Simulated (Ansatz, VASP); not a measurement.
# SiAu3: VASP beside Ansatz

```
Si Au
1.0
     0.00000    3.28573    3.28573
     3.28573    0.00000    3.28573
     3.28573    3.28573    0.00000
Si Au
1 3
Direct
  0.00000 0.00000 0.00000
  0.25000 0.25000 0.25000
  0.75000 0.75000 0.75000
  0.50000 0.50000 0.50000
```

Alike in both runs: task single point; functional PBE; k mesh 6 × 6 × 6; occupations fermi-dirac, width 0.1 eV; no spin polarisation.

|  | VASP | Ansatz |
| --- | --- | --- |
| version | VASP 6.6.1 | Ansatz 0.2.0 |
| potentials or method | VASP PAW PBE potentials, release 64 (Si, Au) | plane waves, norm-conserving potentials |
| plane-wave cutoff (eV) | 520 | 1034 |
| valence electrons in the cell | 37 | 61 |

Ansatz gave:

| Quantity | Value |
| --- | --- |
| gap on the k mesh at the Fermi level (eV) | none |
| pressure (GPa) | -0.7 |

**Question.** What did VASP give for the same quantities?

**Answer.** gap on the k mesh at the Fermi level (eV): none; pressure (GPa): -0.9.

A gap of «none» marks a metal or a gap that the smearing closes. The functional is the same, so the differences come from potentials, cutoffs and numerics. VASP's potentials hold 37 valence electrons a cell and Ansatz's 61, so a difference there can come from the potentials and not from the codes.

Neither program's run includes spin-orbit coupling.
